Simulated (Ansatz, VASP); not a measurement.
**SnO2 in VASP and in Ansatz**

The input INCAR:

```
PREC = Accurate
ENCUT = 520
EDIFF = 1E-6
ISMEAR = 0
SIGMA = 0.05
LREAL = False
LASPH = True
NELM = 80
ALGO = Normal
ISIF = 2
LWAVE = False
LCHARG = False
GGA = PE
NBANDS = 35
```

Contents of KPOINTS:

```
regular mesh
0
Gamma
  6 6 8
```

File POSCAR:

```
SnO2
1.0
    4.7373500000      0.0000000000      0.0000000000
    0.0000000000      4.7373500000      0.0000000000
    0.0000000000      0.0000000000      3.1864000000
Sn O
2 4
Direct
    0.0167919856      0.0167919856      0.0000000000
    0.5000000000      0.5000000000      0.5000000000
    0.3056200000      0.3056200000      0.0000000000
    0.1943800000      0.8056200000      0.5000000000
    0.6943800000      0.6943800000      0.0000000000
    0.8056200000      0.1943800000      0.5000000000
```

Input for Ansatz:

```yaml
crystal:
  lattice:
    - [4.73735, 0.0, 0.0]
    - [0.0, 4.73735, 0.0]
    - [0.0, 0.0, 3.1864]
  atoms:
    - { symbol: Sn, position: [0.0167919856, 0.0167919856, 0.0] }
    - { symbol: Sn, position: [0.5, 0.5, 0.5] }
    - { symbol: O, position: [0.30562, 0.30562, 0.0] }
    - { symbol: O, position: [0.19438, 0.80562, 0.5] }
    - { symbol: O, position: [0.69438, 0.69438, 0.0] }
    - { symbol: O, position: [0.80562, 0.19438, 0.5] }
basis:
  ecutwfc: 420
kpoints:
  mp_grid: { grid: [6, 6, 8] }
hamiltonian:
  xc: pbe
scf:
  occupations: { method: gaussian, width: 0.05 }
output:
  forces: true
  stress: true
  eigenvalues: true
```

Alike in both runs: task single point; functional PBE; k mesh 6 × 6 × 8; occupations gaussian, width 0.05 eV; no spin polarisation.

```csv
,VASP,Ansatz
version,VASP 6.6.1,Ansatz 0.2.0
potentials or method,"VASP PAW PBE potentials, release 64 (Sn_d, O), cutoff 520 eV","scalar-relativistic, plane waves, PAW"
valence electrons in the cell,52,52
```

VASP gave:

```
gap on the k mesh at the Fermi level (eV)                     : 1.16
least direct gap on the mesh (eV)                             : 1.16
pressure (GPa)                                                : 12.5
traceless stress, the component that is largest in VASP (GPa) : 2.01
rms of the force components (eV/Å)                            : 0.813
```

Question: Which values does Ansatz return?

Answer: gap on the k mesh at the Fermi level (eV): 1.17; least direct gap on the mesh (eV): 1.17; pressure (GPa): 11.8; traceless stress, the component that is largest in VASP (GPa): 2.04; rms of the force components (eV/Å): 0.805.

Atom by atom the forces differ by 0.014 eV/Å (rms over components). The functional is the same, so the differences come from potentials, cutoffs and numerics.
